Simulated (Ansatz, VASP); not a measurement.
# Two plane-wave programs on Sc

```
Sc
1.0
     3.22691    0.00000    0.00000
    -1.61345    2.79458    0.00000
     0.00000    0.00000    5.00943
Sc
2
Direct
  0.33333 0.66667 0.25000
  0.66667 0.33333 0.75000
```

Alike in both runs: task single point; functional LDA; k mesh 11 × 11 × 6; occupations fermi-dirac, width 0.1 eV; no spin polarisation.

```csv
,VASP,Ansatz
version,VASP 6.6.1,Ansatz 0.2.0
potentials or method,"VASP PAW LDA potentials, release 64 (Sc_sv), cutoff 500 eV","plane waves (420 eV) with PAW, scalar-relativistic"
valence electrons in the cell,22,22
```

```tsv
	VASP	Ansatz	Ansatz less VASP
pressure (GPa)	0.1	0.0	-0.08
```

Ansatz warns that its potentials were made for another functional, while VASP's fit it. LDA's correlation is that of Perdew and Zunger in VASP and of Perdew and Wang (1992) in Ansatz.
